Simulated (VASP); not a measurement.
Write the native input for VASP 6.6.1 that does the following.

```
Task                   : single point
Functional             : r2SCAN
Potentials or basis    : VASP PAW PBE potentials, release 64 (B, N)
Cutoff                 : 520 eV
k mesh                 : 10 × 10 × 2
Occupations            : gaussian, width 0.05 eV
Spin                   : no spin polarisation
Dipole correction      : no
Further INCAR settings : ALGO = Normal; EDIFF = 1e-06; NBANDS = 36
```

The system is BN.

```
B N
1.0
    -2.54397    0.00000    0.00000
    -1.27198   -2.20314    0.00000
     0.00000    0.00000   13.62323
B N
6 6
Direct
  0.66667 0.66667 0.21230
  0.66667 0.66667 0.52116
  0.66667 0.66667 0.83003
  0.33333 0.33333 0.05787
  0.33333 0.33333 0.36673
  0.33333 0.33333 0.67560
  0.66667 0.66667 0.09660
  0.66667 0.66667 0.40546
  0.66667 0.66667 0.71433
  0.33333 0.33333 0.86876
  0.33333 0.33333 0.25103
  0.33333 0.33333 0.55990
```

This cell differs from its parent crystal: the distance across one plane changed.

One way to write it, as run:

POSCAR

```
BN
1.0
   -2.5439665234      0.0000000000      0.0000000000
   -1.2719832617     -2.2031396357      0.0000000000
    0.0000000000      0.0000000000     13.6232348039
B N
6 6
Direct
    0.6666666667      0.6666666667      0.2122984593
    0.6666666667      0.6666666667      0.5211637909
    0.6666666667      0.6666666667      0.8300291224
    0.3333333333      0.3333333333      0.0578657935
    0.3333333333      0.3333333333      0.3667311251
    0.3333333333      0.3333333333      0.6755964566
    0.6666666667      0.6666666667      0.0965977588
    0.6666666667      0.6666666667      0.4054630904
    0.6666666667      0.6666666667      0.7143284219
    0.3333333333      0.3333333333      0.8687610877
    0.3333333333      0.3333333333      0.2510304246
    0.3333333333      0.3333333333      0.5598957561
```

INCAR.step1

```
SYSTEM = BN
ALGO = Normal
EDIFF = 1E-4
ENCUT = 520
GGA = PE
ISMEAR = 0
LASPH = .True.
LCHARG = .False.
LREAL = .False.
LWAVE = .True.
NBANDS = 36
NELM = 100
PREC = Accurate
SIGMA = 0.05
```

INCAR.step2

```
SYSTEM = BN
ALGO = Normal
EDIFF = 1E-6
ENCUT = 520
ISIF = 2
ISMEAR = 0
ISTART = 1
LASPH = .True.
LCHARG = .False.
LMIXTAU = .True.
LREAL = .False.
LWAVE = .False.
METAGGA = R2SCAN
NBANDS = 36
NELM = 100
PREC = Accurate
SIGMA = 0.05
```

KPOINTS

```
k-points
0
Gamma
  10 10 2
  0 0 0
```

Potentials or basis: VASP PAW PBE potentials, release 64 (B, N).

Launch:

```sh
$ cat potpaw_PBE.64/B/POTCAR potpaw_PBE.64/N/POTCAR > POTCAR
$ cp INCAR.step1 INCAR
$ mpirun -np 1 vasp_std > vasp.out
$ cp INCAR.step2 INCAR
$ mpirun -np 1 vasp_std > vasp.out
```

Results of the run:

```json
{
  "Pressure": "-5.6 GPa",
  "Largest force": "3.299 eV/Å",
  "Band gap on the k mesh": "1.57 eV (least direct gap 1.97 eV)"
}
```

Caveat: the cell differs from its parent crystal (the distance across one plane changed); the stress differs along the axes, from -16 to -0 GPa; the PAW data sets were made with another functional, which shifts forces and pressure a little.

It took 3.2 min on 1 thread of AMD EPYC 9R45 96-Core Processor (Zen 5) (shared host), peak memory 0.2 GiB.
